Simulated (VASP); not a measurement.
# Cs (Im-3m) in VASP: a series of runs

Cs is run at these levels: PBE; tasks: single point.

All numbers are computed with VASP 6.6.1; they aren't measurements. Logs are shortened: lines on timing, memory, paths and dates and some standing lists are left out, and cuts for length are marked.

## 1. The cell of the first run

The structure is cubic, space group Im-3m (No. 229). The conventional cell has a = 3.720 Å, b = 3.720 Å, c = 3.720 Å, α = 90.00°, β = 90.00°, γ = 90.00°. Cs (site symmetry m-3m) has 14 Cs at 3.22 to 3.72 Å within 4.2 Å.

## 2. Single point, PBE

INCAR

```
PREC = Accurate ; ENCUT = 500
EDIFF = 1E-6 ; ISMEAR = -1
SIGMA = 0.1 ; LREAL = False
LASPH = True ; NELM = 120
ALGO = Normal ; ISIF = 2
LWAVE = False ; LCHARG = True
GGA = PE ; LELF = True
LVHAR = True ; NBANDS = 10
GGA_COMPAT = False
```

KPOINTS

```
Automatic mesh
0
Gamma
  10 10 10
```

POSCAR

```
Cs
1.0
   -1.8597516328      1.8597516328      1.8597516328
    1.8597516328     -1.8597516328      1.8597516328
    1.8597516328      1.8597516328     -1.8597516328
Cs
1
Direct
    0.0000000000      0.0000000000      0.0000000000
```

Potentials or basis: VASP PAW PBE potentials, release 64 (Cs_sv).

Launch:

```console
cat potpaw_PBE.64/Cs_sv/POTCAR > POTCAR
mpirun -np 1 vasp_std > vasp.out
```

OUTCAR:

```text
PREC = Accurate
   ENCUT = 500
   EDIFF = 1E-6
   ISMEAR = -1
   LREAL = False
   LASPH = True
   NELM = 120
   ISIF = 2
   GGA = PE

 ion  position               nearest neighbor table
   1  0.000  0.000  0.000-

  LATTYP: Found a body centered cubic cell.
 ALAT       =     3.7195032656

  Lattice vectors:

 A1 = (  -1.8597516328,   1.8597516328,   1.8597516328)
 A2 = (   1.8597516328,  -1.8597516328,   1.8597516328)
 A3 = (   1.8597516328,   1.8597516328,  -1.8597516328)

Analysis of symmetry for initial positions (statically):
=====================================================================
 Subroutine PRICEL returns:
 Original cell was already a primitive cell.

 Routine SETGRP: Setting up the symmetry group for a
 body centered cubic supercell.

 Subroutine GETGRP returns: Found 48 space group operations
 (whereof 48 operations were pure point group operations)
 out of a pool of 48 trial point group operations.

The static configuration has the point symmetry O_h .

Analysis of symmetry for dynamics (positions and initial velocities):
=====================================================================
 Subroutine PRICEL returns:
 Original cell was already a primitive cell.

 Routine SETGRP: Setting up the symmetry group for a
 body centered cubic supercell.

 Subroutine GETGRP returns: Found 48 space group operations
 (whereof 48 operations were pure point group operations)
 out of a pool of 48 trial point group operations.

The dynamic configuration has the point symmetry O_h .

 Subroutine INISYM returns: Found 48 space group operations
 (whereof 48 operations are pure point group operations),
 and found     1 'primitive' translations

----------------------------------------------------------------------------------------

                                     Primitive cell

  volume of cell :      25.7291

  direct lattice vectors                    reciprocal lattice vectors
    -1.859751633  1.859751633  1.859751633     0.000000000  0.268853104  0.268853104
     1.859751633 -1.859751633  1.859751633     0.268853104  0.000000000  0.268853104
     1.859751633  1.859751633 -1.859751633     0.268853104  0.268853104  0.000000000

  length of vectors
     3.221184317  3.221184317  3.221184317     0.380215707  0.380215707  0.380215707

  position of ions in fractional coordinates (direct lattice)
     0.000000000  0.000000000  0.000000000

  ion indices of the primitive-cell ions
   primitive index   ion index
                 1           1

----------------------------------------------------------------------------------------

 KPOINTS: Automatic mesh

Automatic generation of k-mesh.
 Grid dimensions read from file:
 generate k-points for:   10   10   10

 Generating k-lattice:

  Cartesian coordinates                     Fractional coordinates (reciprocal lattice)
     0.000000000  0.026885310  0.026885310     0.100000000  0.000000000  0.000000000
     0.026885310  0.000000000  0.026885310     0.000000000  0.100000000  0.000000000
     0.026885310  0.026885310  0.000000000     0.000000000  0.000000000  0.100000000

  Length of vectors
     0.038021571  0.038021571  0.038021571

  Shift w.r.t. Gamma in fractional coordinates (k-lattice)
     0.000000000  0.000000000  0.000000000

 Subroutine IBZKPT returns following result:
 ===========================================

 Found     47 irreducible k-points:

 Following reciprocal coordinates:
            Coordinates               Weight
  0.000000  0.000000  0.000000      1.000000
  0.100000  0.000000  0.000000     12.000000
  0.200000  0.000000  0.000000     12.000000
  0.300000  0.000000  0.000000     12.000000
  0.400000  0.000000  0.000000     12.000000
  0.500000  0.000000  0.000000      6.000000
[... 16 lines left out ...]
  0.300000  0.300000  0.100000      8.000000
 -0.300000  0.300000  0.100000     24.000000
 [... further k-points ...]
   k-points           NKPTS =     47   k-points in BZ     NKDIM =     47   number of bands    NBANDS=     10
   number of dos      NEDOS =    301   number of ions     NIONS =      1
   total plane-waves  NPLWV =  13824
   dimension x,y,z NGX =    24 NGY =   24 NGZ =   24
   dimension x,y,z NGXF=    48 NGYF=   48 NGZF=   48
   ions per type =               1
   NGX,Y,Z   is equivalent  to a cutoff of  12.39, 12.39, 12.39 a.u.
   NGXF,Y,Z  is equivalent  to a cutoff of  24.77, 24.77, 24.77 a.u.
 SYSTEM =  unknown system
   PREC   = accura    normal or accurate (medium, high low for compatibility)
   ISTART =      0    job   : 0-new  1-cont  2-samecut
   ICHARG =      2    charge: 1-file 2-atom 10-const
   ISPIN  =      1    spin polarized calculation?
   LNONCOLLINEAR =      F non collinear calculations
   LSORBIT =      F    spin-orbit coupling
   LASPH  =      T    aspherical Exc in radial PAW
   ENCUT  =  500.0 eV  36.75 Ry    6.06 a.u.   5.87  5.87  5.87*2*pi/ulx,y,z
   NELM   =    120;   NELMIN=  2; NELMDL= -5     # of ELM steps
   EDIFF  = 0.1E-05   stopping-criterion for ELM
   LREAL  =      F    real-space projection
   EDIFFG = 0.1E-04   stopping-criterion for IOM
   NSW    =      0    number of steps for IOM
   IBRION =     -1    ionic relax: 0-MD 1-quasi-New 2-CG
   NFREE  =      0    steps in history (QN), initial steepest desc. (CG)
   ISIF   =      2    stress and relaxation
   ISYM   =      2    0-nonsym 1-usesym 2-fastsym
   POTIM  = 0.5000    time-step for ionic-motion
   TEBEG  =    0.0;   TEEND  =   0.0 temperature during run
   PSTRESS=    0.0 pullay stress
   NELECT =       9.0000    total number of electrons
   NUPDOWN=      -1.0000    fix difference up-down
   EMIN   =  10.00;   EMAX   =-10.00  energy-range for DOS
   EFERMI =   0.00;   METHOD = LEGACY
   ISMEAR =    -1;   SIGMA  =   0.10  broadening in eV -4-tet -1-fermi 0-gaus
   EFERMI_NEDOS =   21; number of points for ismear=-14 and -15
   IALGO  =     38    algorithm
   IMIX   =      4    mixing-type and parameters
     AMIX     =   0.40;   BMIX     =  1.00
     AMIX_MAG =   1.60;   BMIX_MAG =  1.00
  volume/ion in A,a.u.               =      25.73       173.63
  Fermi-wavevector in a.u.,A,eV,Ry     =   1.153491  2.179781 18.103103  1.330541
  Thomas-Fermi vector in A             =   2.290134
   LORBIT       =      0    0 simple, 1 ext, 2 COOP (PROOUT), +10 PAW based schemes
   GGA     = PE    functional components
   LHFCALC =     F    Hartree Fock is set to
   AEXX    =    0.0000 exact exchange contribution
   IVDW    =     0    specifies the selected vdW correction
   LEPSILON=     F    determine dielectric tensor
   LRPA    =     F    only Hartree local field effects (RPA)
 non-spin polarized calculation
  energy-cutoff  :      500.00
  volume of cell :       25.73
 maximum number of plane-waves:       682
   NGX = 11   NGY = 11   NGZ = 11

 number of electron       9.0000002 magnetization

 Free energy of the ion-electron system (eV)
  ---------------------------------------------------
  ext. energy  EPLUGINS =         0.00000000
  ---------------------------------------------------
  free energy    TOTEN  =         1.51743566 eV

  energy without entropy =        1.54346272  energy(sigma->0) =        1.53044919

 E-fermi :   8.1254     XC(G=0): -11.1100

 val. band max:        8.0431697760   @ k =  -0.4000  -0.4000   0.2000
 cond. band min:       8.1339273178   @ k =   0.4000   0.2000  -0.0000
 fundamental gap:      0.0907575419
 Fermi energy:         8.1254427212

 k-point     1 :       0.0000    0.0000    0.0000
  band No.  band energies     occupation
      1     -17.7024      2.00000
      2      -0.3030      2.00000
      3      -0.3030      2.00000
      4      -0.3030      2.00000
      5       8.6680      0.00876
      6      11.5633      0.00000
      7      11.5633      0.00000
      8      11.5633      0.00000
      9      14.4976      0.00000
     10      14.4976      0.00000

 k-point     2 :       0.1000    0.0000    0.0000
  band No.  band energies     occupation
      1     -17.5736      2.00000
      2      -1.0881      2.00000
      3      -0.5326      2.00000
      4      -0.3331      2.00000
      5       9.2797      0.00002
      6      11.0220      0.00000
      7      11.3797      0.00000
      8      12.2045      0.00000
      9      13.6152      0.00000
     10      14.1912      0.00000

 k-point     3 :       0.2000    0.0000    0.0000
  band No.  band energies     occupation
      1     -17.2112      2.00000
      2      -2.7837      2.00000
      3      -1.0668      2.00000
      4      -0.4139      2.00000
      5       9.0088      0.00029
      6      10.0274      0.00000
      7      12.1291      0.00000
      8      13.9642      0.00000
      9      13.9876      0.00000
     10      14.0275      0.00000

 k-point     4 :       0.3000    0.0000    0.0000
  band No.  band energies     occupation
      1     -16.6999      2.00000
      2      -4.5467      2.00000
      3      -1.6301      2.00000
      4      -0.5171      2.00000
      5       7.8665      1.86033
      6       9.1641      0.00006
      7      13.5713      0.00000
      8      14.3266      0.00000
      9      15.8369      0.00000
     10      16.5346      0.00000
[... 222 lines left out ...]
 k-point    22 :      -0.2000    0.2000    0.1000
  band No.  band energies     occupation
      1     -17.0905      2.00000
      2      -2.8072      2.00000
      3      -1.3157      2.00000
      4      -0.9551      2.00000
      5       9.6443      0.00000
      6      10.6572      0.00000
      7      10.9420      0.00000
      8      12.7780      0.00000
      9      13.5481      0.00000
     10      16.3660      0.00000

 k-point    23 :       0.3000    0.3000    0.1000
  band No.  band energies     occupation
      1     -15.7859      2.00000
      2      -4.8145      2.00000
      3      -4.8145      2.00000
      4      -2.3233      2.00000
      5       9.7397      0.00000
      6      12.8619      0.00000
      7      12.8619      0.00000
      8      16.8973      0.00000
      9      16.8973      0.00000
     10      20.5860      0.00000

 k-point    24 :      -0.3000    0.3000    0.1000
  band No.  band energies     occupation
      1     -16.5892      2.00000
      2      -4.4685      2.00000
      3      -1.8896      2.00000
      4      -1.0305      2.00000
      5       8.3678      0.16273
      6       9.8323      0.00000
      7      11.2961      0.00000
      8      14.8473      0.00000
      9      16.1301      0.00000
     10      17.3328      0.00000

 [... further k-points ...]

------------------------ aborting loop because EDIFF is reached ----------------------------------------

  FORCE on cell =-STRESS in cart. coord.  units (eV):
  Direction    XX          YY          ZZ          XY          YZ          ZX
  --------------------------------------------------------------------------------------
  -------------------------------------------------------------------------------------
  Total        5.0670448      5.0670448      5.0670448      0.0000000      0.0000000     -0.0000000
  in kB      315.5298764    315.5298764    315.5298764      0.0000000      0.0000000     -0.0000000
  external PRESSURE =     315.5298764 kB  Pullay stress =       0.0000000 kB

 VOLUME and BASIS-vectors are now :
 -----------------------------------------------------------------------------
  energy-cutoff  :      500.00
  volume of cell :       25.73
      direct lattice vectors                 reciprocal lattice vectors
    -1.859751633  1.859751633  1.859751633     0.000000000  0.268853104  0.268853104
     1.859751633 -1.859751633  1.859751633     0.268853104  0.000000000  0.268853104
     1.859751633  1.859751633 -1.859751633     0.268853104  0.268853104  0.000000000

 POSITION                                       TOTAL-FORCE (eV/Angst)
 -----------------------------------------------------------------------------------
      0.00000      0.00000      0.00000         0.000000     -0.000000      0.000000
 -----------------------------------------------------------------------------------
    total drift:                                0.000000      0.000000      0.000000

  FREE ENERGIE OF THE ION-ELECTRON SYSTEM (eV)
  ---------------------------------------------------
  free  energy   TOTEN  =         1.5174356591 eV

  energy  without entropy=        1.5434627152  energy(sigma->0) =        1.53044919
```

Wall time 3.4 s (1 thread of Intel Xeon 6975P-C (Granite Rapids), shared host); peak memory 0.14 GiB.

What came out:

- Free energy: 1.5174 eV
- Pressure: 31.6 GPa
- Band gap on the k mesh: zero (an odd number of electrons rules out a gap without spin polarisation)

Levels at points of the mesh, in eV from the Fermi level:
```csv
k point,band 2,band 3,band 4,band 5,band 6,band 7
"(0.00, 0.00, 0.00)",-8.43,-8.43,-8.43,0.54,3.44,3.44
"(0.50, 0.00, 0.00)",-14.50,-10.30,-8.76,-1.31,0.30,7.86
"(0.50, 0.50, 0.50)",-12.38,-12.38,-12.38,-2.93,-2.93,11.84
```

Caveat: the cell stands under pressure; spin-orbit coupling is left out, which moves the levels of the heavy elements.

## 3. Single point, PBE

This run uses another cell than the first one, of 28.41 Å³/atom.

INCAR

```
PREC = Accurate
ENCUT = 500
EDIFF = 1E-6
ISMEAR = -1
SIGMA = 0.1
LREAL = False
LASPH = True
NELM = 120
ALGO = Normal
ISIF = 2
LWAVE = False
LCHARG = True
GGA = PE
LELF = True
LVHAR = True
NBANDS = 10
GGA_COMPAT = False
```

KPOINTS

```
regular mesh
0
Gamma
  10 10 10
```

POSCAR

```
Cs
1.0
   -1.9221883559      1.9221883559      1.9221883559
    1.9221883559     -1.9221883559      1.9221883559
    1.9221883559      1.9221883559     -1.9221883559
Cs
1
Direct
    0.0000000000      0.0000000000      0.0000000000
```

Potentials or basis: VASP PAW PBE potentials, release 64 (Cs_sv).

Launch:

```console
cat potpaw_PBE.64/Cs_sv/POTCAR > POTCAR
mpirun -np 1 vasp_std > vasp.out
```

Run time: 3.3 s. Hardware: 1 thread of Intel Xeon 6975P-C (Granite Rapids), shared host; peak memory 0.14 GiB.

Results (log left out):

```yaml
Free_energy: 1.0847 eV
Pressure: 21.0 GPa
Band_gap_on_the_k_mesh: zero (an odd number of electrons rules out a gap without spin polarisation)
```

Levels at points of the mesh, in eV from the Fermi level:
```
           k point  band 1  band 2  band 3  band 4  band 5  band 6  band 7  band 8  band 9
(0.00, 0.00, 0.00)  -25.38   -8.85   -8.85   -8.85   -0.26    3.29    3.29    3.29    6.02
(0.50, 0.00, 0.00)  -24.07  -13.91  -10.39   -9.09   -1.26    0.43    7.23    7.71    8.04
(0.50, 0.50, 0.50)  -23.22  -12.13  -12.13  -12.13   -2.53   -2.53   10.93   10.93   10.93
```

Caveat: the cell stands under pressure; spin-orbit coupling is left out, which moves the levels of the heavy elements.

[end of part 1 of 2]
